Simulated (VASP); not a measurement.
# Mg in VASP: further runs

The runs below take Mg through single point, with PBEsol.

All numbers are computed with VASP 6.6.1; they aren't measurements. Logs are shortened: lines on timing, memory, paths and dates and some standing lists are left out, and cuts for length are marked.

## (1) The cell of the first run

It takes space group P-3m1 (No. 164, trigonal). The conventional cell has a = 3.209 Å, b = 3.209 Å, c = 5.210 Å, α = 90.00°, β = 90.00°, γ = 120.00°. Mg (site symmetry 3m) has 12 Mg at 3.12 to 3.28 Å within 4.1 Å.

## (2) Single point, PBEsol (atom 1 (Mg) moved by (+0.000, -0.100) A along x and z)

INCAR reads:

```
SYSTEM = Mg
  PREC = Accurate
  ENCUT = 520
  EDIFF = 1E-6
  ISMEAR = 0
  SIGMA = 0.15
  LREAL = .False.
  LASPH = .True.
  NELM = 80
  ALGO = Normal
  ISIF = 2
  LWAVE = .False.
  LCHARG = .True.
  GGA = PS
  LELF = .True.
  LVHAR = .True.
  NBANDS = 9
```

KPOINTS reads:

```
Automatic mesh
0
Gamma
  18 18 10
  0 0 0
```

POSCAR reads:

```
Mg
1.0
    3.2092715325      0.0000000000      0.0000000000
   -1.6046357662      2.7793106748      0.0000000000
    0.0000000000      0.0000000000      5.2103300000
Mg
2
Direct
    0.3333333333      0.6666666667      0.2308073577
    0.6666666667      0.3333333333      0.7500000000
```

Potentials or basis: VASP PAW PBE potentials, release 64 (Mg).

Command:

```sh
> cat potpaw_PBE.64/Mg/POTCAR > POTCAR
> mpirun -np 1 vasp_std > vasp.out
```

OUTCAR:

```text
SYSTEM = Mg
   PREC = Accurate
   ENCUT = 520
   EDIFF = 1E-6
   ISMEAR = 0
   LREAL = .False.
   LASPH = .True.
   NELM = 80
   ISIF = 2
   GGA = PS

 ion  position               nearest neighbor table
   1  0.333  0.667  0.231-   2 3.12   2 3.12   2 3.12   2 3.28   2 3.28   2 3.28
   2  0.667  0.333  0.750-   1 3.12   1 3.12   1 3.12   1 3.28   1 3.28   1 3.28

  LATTYP: Found a hexagonal cell.
 ALAT       =     3.2092715325
 C/A-ratio  =     1.6235242008

  Lattice vectors:

 A1 = (   3.2092715325,   0.0000000000,   0.0000000000)
 A2 = (  -1.6046357662,   2.7793106748,   0.0000000000)
 A3 = (   0.0000000000,   0.0000000000,   5.2103300000)

Analysis of symmetry for initial positions (statically):
=====================================================================
 Subroutine PRICEL returns:
 Original cell was already a primitive cell.

 Routine SETGRP: Setting up the symmetry group for a
 hexagonal supercell.

 Subroutine GETGRP returns: Found 12 space group operations
 (whereof  6 operations were pure point group operations)
 out of a pool of 24 trial point group operations.

The static configuration has the point symmetry C_3v.
 The point group associated with its full space group is D_3d.

Analysis of symmetry for dynamics (positions and initial velocities):
=====================================================================
 Subroutine PRICEL returns:
 Original cell was already a primitive cell.

 Routine SETGRP: Setting up the symmetry group for a
 hexagonal supercell.

 Subroutine GETGRP returns: Found 12 space group operations
 (whereof  6 operations were pure point group operations)
 out of a pool of 24 trial point group operations.

The dynamic configuration has the point symmetry C_3v.
 The point group associated with its full space group is D_3d.

 Subroutine INISYM returns: Found 12 space group operations
 (whereof  6 operations are pure point group operations),
 and found     1 'primitive' translations

----------------------------------------------------------------------------------------

                                     Primitive cell

  volume of cell :      46.4739

  direct lattice vectors                    reciprocal lattice vectors
     3.209271532  0.000000000  0.000000000     0.311597193  0.179900723  0.000000000
    -1.604635766  2.779310675  0.000000000     0.000000000  0.359801446  0.000000000
     0.000000000  0.000000000  5.210330000     0.000000000  0.000000000  0.191926423

  length of vectors
     3.209271532  3.209271532  5.210330000     0.359801446  0.359801446  0.191926423

  position of ions in fractional coordinates (direct lattice)
     0.333333333  0.666666667  0.230807358
     0.666666667  0.333333333  0.750000000

  ion indices of the primitive-cell ions
   primitive index   ion index
                 1           1
                 2           2

----------------------------------------------------------------------------------------

 KPOINTS: Automatic mesh

Automatic generation of k-mesh.
 Grid dimensions read from file:
 generate k-points for:   18   18   10

 Generating k-lattice:

  Cartesian coordinates                     Fractional coordinates (reciprocal lattice)
     0.017310955  0.009994485  0.000000000     0.055555556  0.000000000  0.000000000
     0.000000000  0.019988969  0.000000000     0.000000000  0.055555556  0.000000000
     0.000000000  0.000000000  0.019192642     0.000000000  0.000000000  0.100000000

  Length of vectors
     0.019988969  0.019988969  0.019192642

  Shift w.r.t. Gamma in fractional coordinates (k-lattice)
     0.000000000  0.000000000  0.000000000

 Subroutine IBZKPT returns following result:
 ===========================================

 Found    330 irreducible k-points:

 Following reciprocal coordinates:
            Coordinates               Weight
  0.000000  0.000000  0.000000      1.000000
  0.055556  0.000000  0.000000      6.000000
  0.111111  0.000000  0.000000      6.000000
  0.166667  0.000000  0.000000      6.000000
  0.222222  0.000000  0.000000      6.000000
  0.277778  0.000000  0.000000      6.000000
[... 16 lines left out ...]
  0.333333  0.111111  0.000000     12.000000
  0.388889  0.111111  0.000000     12.000000
 [... further k-points ...]
   k-points           NKPTS =    330   k-points in BZ     NKDIM =    330   number of bands    NBANDS=      9
   number of dos      NEDOS =    301   number of ions     NIONS =      2
   total plane-waves  NPLWV =  23040
   dimension x,y,z NGX =    24 NGY =   24 NGZ =   40
   dimension x,y,z NGXF=    48 NGYF=   48 NGZF=   80
   ions per type =               2
   NGX,Y,Z   is equivalent  to a cutoff of  12.43, 12.43, 12.76 a.u.
   NGXF,Y,Z  is equivalent  to a cutoff of  24.86, 24.86, 25.53 a.u.
 SYSTEM =  Mg
   PREC   = accura    normal or accurate (medium, high low for compatibility)
   ISTART =      0    job   : 0-new  1-cont  2-samecut
   ICHARG =      2    charge: 1-file 2-atom 10-const
   ISPIN  =      1    spin polarized calculation?
   LNONCOLLINEAR =      F non collinear calculations
   LSORBIT =      F    spin-orbit coupling
   LASPH  =      T    aspherical Exc in radial PAW
   ENCUT  =  520.0 eV  38.22 Ry    6.18 a.u.   5.97  5.97  9.69*2*pi/ulx,y,z
   NELM   =     80;   NELMIN=  2; NELMDL= -5     # of ELM steps
   EDIFF  = 0.1E-05   stopping-criterion for ELM
   LREAL  =      F    real-space projection
[... 7 lines left out ...]
   TEBEG  =    0.0;   TEEND  =   0.0 temperature during run
   PSTRESS=    0.0 pullay stress
   NELECT =       4.0000    total number of electrons
   NUPDOWN=      -1.0000    fix difference up-down
   EMIN   =  10.00;   EMAX   =-10.00  energy-range for DOS
   EFERMI =   0.00;   METHOD = LEGACY
   ISMEAR =     0;   SIGMA  =   0.15  broadening in eV -4-tet -1-fermi 0-gaus
   EFERMI_NEDOS =   21; number of points for ismear=-14 and -15
   IALGO  =     38    algorithm
   IMIX   =      4    mixing-type and parameters
     AMIX     =   0.40;   BMIX     =  1.00
     AMIX_MAG =   1.60;   BMIX_MAG =  1.00
  volume/ion in A,a.u.               =      23.24       156.81
  Fermi-wavevector in a.u.,A,eV,Ry     =   0.722812  1.365916  7.108458  0.522457
  Thomas-Fermi vector in A             =   1.812869
   LORBIT       =      0    0 simple, 1 ext, 2 COOP (PROOUT), +10 PAW based schemes
   GGA     = PS    functional components
   LHFCALC =     F    Hartree Fock is set to
   AEXX    =    0.0000 exact exchange contribution
   IVDW    =     0    specifies the selected vdW correction
   LEPSILON=     F    determine dielectric tensor
   LRPA    =     F    only Hartree local field effects (RPA)
 non-spin polarized calculation
 Gauss-broadening in eV      SIGMA  =   0.15
  energy-cutoff  :      520.00
  volume of cell :       46.47
 maximum number of plane-waves:      1276
   NGX = 11   NGY = 11   NGZ = 19

 number of electron       4.0000000 magnetization

 Free energy of the ion-electron system (eV)
  ---------------------------------------------------
  ext. energy  EPLUGINS =         0.00000000
  ---------------------------------------------------
  free energy    TOTEN  =        -3.43370427 eV

  energy without entropy =       -3.42355592  energy(sigma->0) =       -3.42863009

 E-fermi :   2.5230     XC(G=0):  -8.4937

 val. band max:        2.5195863092   @ k =   0.3889   0.1111   0.3000
 cond. band min:       2.5277265455   @ k =  -0.1111   0.5000   0.3000
 fundamental gap:      0.0081402363
 Fermi energy:         2.5230338821

 k-point     1 :       0.0000    0.0000    0.0000
  band No.  band energies     occupation
      1      -4.3539      2.00000
      2       0.8718      2.00000
      3       1.2892      2.00000
      4      13.3723      0.00000
      5      13.3723      0.00000
      6      13.4614      0.00000
      7      13.4614      0.00000
      8      14.2863      0.00000
      9      15.7579      0.00000

 k-point     2 :       0.0556    0.0000    0.0000
  band No.  band energies     occupation
      1      -4.2936      2.00000
      2       0.9269      2.00000
      3       1.3479      2.00000
      4      11.9545      0.00000
      5      12.5582      0.00000
      6      13.3316      0.00000
      7      14.3626      0.00000
      8      14.9309      0.00000
      9      16.3667      0.00000

 k-point     3 :       0.1111    0.0000    0.0000
  band No.  band energies     occupation
      1      -4.1130      2.00000
      2       1.0923      2.00000
      3       1.5231      2.00000
      4      10.2622      0.00000
      5      11.7994      0.00000
      6      12.5948      0.00000
      7      14.9611      0.00000
      8      15.0872      0.00000
      9      15.3301      0.00000

 k-point     4 :       0.1667    0.0000    0.0000
  band No.  band energies     occupation
      1      -3.8128      2.00000
      2       1.3680      2.00000
      3       1.8117      2.00000
      4       8.6065      0.00000
      5      11.1415      0.00000
      6      11.7823      0.00000
      7      13.3230      0.00000
      8      14.1766      0.00000
      9      15.7330      0.00000

 k-point     5 :       0.2222    0.0000    0.0000
  band No.  band energies     occupation
      1      -3.3941      2.00000
      2       1.7543      2.00000
      3       2.2064      1.99717
      4       7.0357      0.00000
      5      10.5854      0.00000
      6      10.9346      0.00000
      7      11.7449      0.00000
      8      13.0911      0.00000
      9      15.1138      0.00000

 k-point     6 :       0.2778    0.0000    0.0000
  band No.  band energies     occupation
      1      -2.8585      2.00000
      2       2.2513      1.98960
      3       2.6852      0.12621
      4       5.5819      0.00000
      5      10.0190      0.00000
      6      10.1310      0.00000
      7      10.2577      0.00000
      8      12.1711      0.00000
      9      14.6045      0.00000
[... 169 lines left out ...]
 k-point    21 :       0.2222    0.1111    0.0000
  band No.  band energies     occupation
      1      -2.6806      2.00000
      2       2.4170      1.68253
      3       2.8455      0.00236
      4       5.7308      0.00000
      5       7.6624      0.00000
      6      10.3978      0.00000
      7      11.1209      0.00000
      8      12.4981      0.00000
      9      13.1940      0.00000

 k-point    22 :       0.2778    0.1111    0.0000
  band No.  band energies     occupation
      1      -2.0313      2.00000
      2       3.0248      0.00000
      3       3.2583      0.00000
      4       4.5400      0.00000
      5       7.2350      0.00000
      6       9.0285      0.00000
      7       9.9353      0.00000
      8      12.0856      0.00000
      9      12.8651      0.00000

 k-point    23 :       0.3333    0.1111    0.0000
  band No.  band energies     occupation
      1      -1.2698      2.00000
      2       2.7277      0.05368
      3       3.7427      0.00000
      4       4.4774      0.00000
      5       6.8689      0.00000
      6       7.7589      0.00000
      7       8.8775      0.00000
      8      11.7955      0.00000
      9      12.6241      0.00000

 k-point    24 :       0.3889    0.1111    0.0000
  band No.  band energies     occupation
      1      -0.3998      2.00000
      2       1.6361      2.00000
      3       4.5665      0.00000
      4       5.1371      0.00000
      5       6.4661      0.00000
      6       6.6021      0.00000
      7       8.0849      0.00000
      8      11.6225      0.00000
      9      12.4774      0.00000

 [... further k-points ...]
[... 5 lines left out ...]
  --------------------------------------------------------------------------------------
  -------------------------------------------------------------------------------------
  Total       -0.3037140     -0.3037140     -0.2919508     -0.0000000      0.0000000      0.0000000
  in kB      -10.4704795    -10.4704795    -10.0649463     -0.0000000      0.0000000      0.0000000
  external PRESSURE =     -10.3353018 kB  Pullay stress =       0.0000000 kB

 VOLUME and BASIS-vectors are now :
 -----------------------------------------------------------------------------
  energy-cutoff  :      520.00
  volume of cell :       46.47
      direct lattice vectors                 reciprocal lattice vectors
     3.209271532  0.000000000  0.000000000     0.311597193  0.179900723  0.000000000
    -1.604635766  2.779310675  0.000000000     0.000000000  0.359801446  0.000000000
     0.000000000  0.000000000  5.210330000     0.000000000  0.000000000  0.191926423

 POSITION                                       TOTAL-FORCE (eV/Angst)
 -----------------------------------------------------------------------------------
     -0.00000      1.85287      1.20258         0.000000     -0.000000      0.257352
      1.60464      0.92644      3.90775        -0.000000      0.000000     -0.257352
 -----------------------------------------------------------------------------------
    total drift:                                0.000000     -0.000000     -0.000000

  FREE ENERGIE OF THE ION-ELECTRON SYSTEM (eV)
  ---------------------------------------------------
  free  energy   TOTEN  =        -3.4337042653 eV

  energy  without entropy=       -3.4235559166  energy(sigma->0) =       -3.42863009
```

Run time: 27 s. Hardware: 1 thread of Intel Xeon 6975P-C (Granite Rapids), shared host; peak memory 0.26 GiB.

What came out:

| Item | Value |
| --- | --- |
| Free energy | -3.4337 eV |
| Pressure | -1.0 GPa |
| Largest force | 0.257 eV/Å |
| Band gap on the k mesh | zero (bands 2 and 3 overlap by 2.23 eV) |

Forces in eV/Å, atoms in the order of the input:
```
Mg   0.000  0.000  0.257
Mg   0.000  0.000 -0.257
```

Caveat: the cell differs from its parent crystal (atom 1 (Mg) moved by (+0.000, -0.100) A along x and z); the PAW data sets were made with another functional, which shifts forces and pressure a little.

## (3) Single point, PBEsol (atom 1 (Mg) moved by (-0.100, +0.000) A along x and z)

INCAR reads:

```
  PREC = Accurate
  ENCUT = 520
  EDIFF = 1E-6
  ISMEAR = 0
  SIGMA = 0.15
  LREAL = F
  LASPH = T
  NELM = 80
  ALGO = Fast
  ISIF = 2
  LWAVE = F
  LCHARG = T
  GGA = PS
  LELF = T
  LVHAR = T
  NBANDS = 9
```

KPOINTS reads:

```
Automatic mesh
0
Gamma
  18 18 10
```

Edit POSCAR of step 2 so:

```diff
@@ -8,3 +8,3 @@
 Direct
-    0.3333333333      0.6666666667      0.2308073577
+    0.3021736141      0.6666666667      0.2500000000
     0.6666666667      0.3333333333      0.7500000000
```

Potentials or basis: VASP PAW PBE potentials, release 64 (Mg).

Command:

```sh
> cat potpaw_PBE.64/Mg/POTCAR > POTCAR
> mpirun -np 1 vasp_std > vasp.out
```

It took 65 s on 1 thread of Intel Xeon 6975P-C (Granite Rapids), shared host; peak memory 0.48 GiB.

The run converged. Its results:

```yaml
Free_energy: -3.4432 eV
Pressure: -1.1 GPa
Largest_force: 0.067 eV/Å
Band_gap_on_the_k_mesh: zero (bands 2 and 3 overlap by 2.22 eV)
```

Forces in eV/Å, atoms in the order of the input:
```
Mg   0.067  0.007  0.000
Mg  -0.067 -0.007  0.000
```

Stress tensor (GPa, compression positive):
```
-1.13  0.25  0.00
 0.25 -1.12  0.00
 0.00  0.00 -1.17
```

Levels at points of the mesh, in eV from the Fermi level:
```tsv
k point	band 1	band 2	band 3	band 4	band 5	band 6	band 7
(0.00, 0.00, 0.00)	-6.87	-1.66	-1.23	10.86	10.88	10.93	10.96
(0.50, 0.00, 0.00)	-2.12	-2.11	2.69	2.97	3.31	3.64	6.82
(0.00, 0.50, 0.00)	-2.12	-2.11	2.65	3.02	3.25	3.67	6.82
(0.50, 0.50, 0.00)	-2.11	-2.11	2.61	3.06	3.19	3.70	6.81
(0.00, 0.00, 0.50)	-5.49	-5.49	5.00	5.00	11.59	11.59	11.64
(0.50, 0.00, 0.50)	-1.10	-1.10	-0.42	-0.42	7.95	7.95	8.00
(0.00, 0.50, 0.50)	-1.08	-1.08	-0.44	-0.44	7.94	7.94	8.04
(0.50, 0.50, 0.50)	-1.06	-1.06	-0.46	-0.46	7.96	7.96	8.04
```

Caveat: the cell differs from its parent crystal (atom 1 (Mg) moved by (-0.100, +0.000) A along x and z); the PAW data sets were made with another functional, which shifts forces and pressure a little.
